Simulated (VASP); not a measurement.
Wanted: the native input for a VASP 6.6.1 run.

| Item | Value |
| --- | --- |
| Task | single point |
| Functional | PBE |
| Potentials or basis | VASP PAW PBE potentials, release 64 (Co) |
| Cutoff | 520 eV |
| k mesh | 15 × 15 × 1 |
| Occupations | fermi-dirac, width 0.1 eV |
| Spin | collinear spin, ferromagnetic start |
| Starting moments | [1.7, 1.7, 1.7, 1.7, 1.7, 1.7] μB |
| Dipole correction | yes |
| Further INCAR settings | ALGO = Normal; EDIFF = 1e-06; NBANDS = 40 |

The structure of Co lies in POSCAR:

```
Co
1.0
    2.4930397979      0.0000000000      0.0000000000
   -1.2465198990      2.1590357976      0.0000000000
    0.0000000000      0.0000000000     26.0923000000
Co
6
Direct
    0.8333333330      0.1666666670      0.3066034076
    0.1666666670      0.8333333330      0.3839620446
    0.8333333330      0.1666666670      0.4613206815
    0.1666666670      0.8333333330      0.5386793185
    0.8333333330      0.1666666670      0.6160379554
    0.1666666670      0.8333333330      0.6933965924
```

The input as run:

INCAR

```
SYSTEM = Co
  PREC = Accurate
  ENCUT = 520
  EDIFF = 1E-6
  ISMEAR = -1
  SIGMA = 0.1
  LREAL = .False.
  LASPH = .True.
  NELM = 150
  ALGO = Normal
  ISIF = 2
  LWAVE = .False.
  LCHARG = .False.
  ISPIN = 2
  MAGMOM = 1.7 1.7 1.7 1.7 1.7 1.7
  LORBIT = 11
  LMAXMIX = 4
  LDIPOL = .True.
  IDIPOL = 3
  DIPOL = 0.5 0.5 0.500
  GGA = PE
  NBANDS = 40
```

KPOINTS

```
Automatic mesh
0
Gamma
  15 15 1
  0 0 0
```

Potentials or basis: VASP PAW PBE potentials, release 64 (Co).

Run with:

```bash
$ cat potpaw_PBE.64/Co/POTCAR > POTCAR
$ mpirun -np 1 vasp_std > vasp.out
```

Results of the run:

* Largest force: 0.390 eV/Å
* Net moment: 9.93 μB per cell
* Site moments: Co +1.75, +1.66, +1.62 μB
* Valence electrons inside the program's atomic spheres: Co 8.11, 8.27

It took 12 min on 1 thread of Intel(R) Xeon(R) Platinum 8259CL CPU @ 2.50GHz (Skylake/Cascade Lake), on a shared host, peak memory 0.43 GiB.
